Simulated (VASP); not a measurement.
Wanted: the native input for a VASP 6.6.1 run.

```yaml
Task: single point
Functional: PBE
Potentials_or_basis: VASP PAW PBE potentials, release 64 (Al, Ga_d, P)
Cutoff: 520 eV
k_mesh: 6 × 6 × 1
Occupations: gaussian, width 0.1 eV
Spin: no spin polarisation
Dipole_correction: no
Further_INCAR_settings: ALGO = Normal; EDIFF = 1e-06; NBANDS = 56
```

The structure of AlGa2P3 lies in POSCAR:

```
AlGa2P3
1.0
    3.7488009400      0.0000000000      0.0000000000
   -1.8744004700      3.2465568400      0.0000000000
    0.0000000000      0.0000000000     18.5392832900
Al Ga P
2 4 6
Direct
    0.6666666700      0.3333333300      0.8333514900
    0.3333333300      0.6666666700      0.3333514900
    0.6666666700      0.3333333300      0.1666848300
    0.6666666700      0.3333333300      0.5000181600
    0.3333333300      0.6666666700      0.0000181600
    0.3333333300      0.6666666700      0.6666848300
    0.6666666700      0.3333333300      0.2913151800
    0.6666666700      0.3333333300      0.6246485100
    0.6666666700      0.3333333300      0.9579818400
    0.3333333300      0.6666666700      0.1246485100
    0.3333333300      0.6666666700      0.4579818400
    0.3333333300      0.6666666700      0.7913151800
```

One way to write it, as run:

INCAR

```
SYSTEM = AlGa2P3
PREC = Accurate
ENCUT = 520
EDIFF = 1E-6
ISMEAR = 0
SIGMA = 0.1
LREAL = .False.
LASPH = .True.
NELM = 80
ALGO = Normal
ISIF = 2
LWAVE = .False.
LCHARG = .False.
GGA = PE
NBANDS = 56
```

KPOINTS

```
regular mesh
0
Gamma
  6 6 1
  0 0 0
```

Potentials or basis: VASP PAW PBE potentials, release 64 (Al, Ga_d, P).

Command:

```sh
$ cat potpaw_PBE.64/Al/POTCAR potpaw_PBE.64/Ga_d/POTCAR potpaw_PBE.64/P/POTCAR > POTCAR
$ mpirun -np 1 vasp_std > vasp.out
```

Results of the run:

* Pressure: 10.3 GPa
* Largest force: 0.070 eV/Å
* Band gap on the k mesh: 1.37 eV (least direct gap 1.85 eV)

Caveat: the cell stands under pressure; an odd mesh through Γ misses points on the zone boundary, where band edges can lie.

It took 100 s on 1 thread of Intel(R) Xeon(R) Platinum 8259CL CPU @ 2.50GHz (Skylake/Cascade Lake) (shared host), peak memory 0.34 GiB.
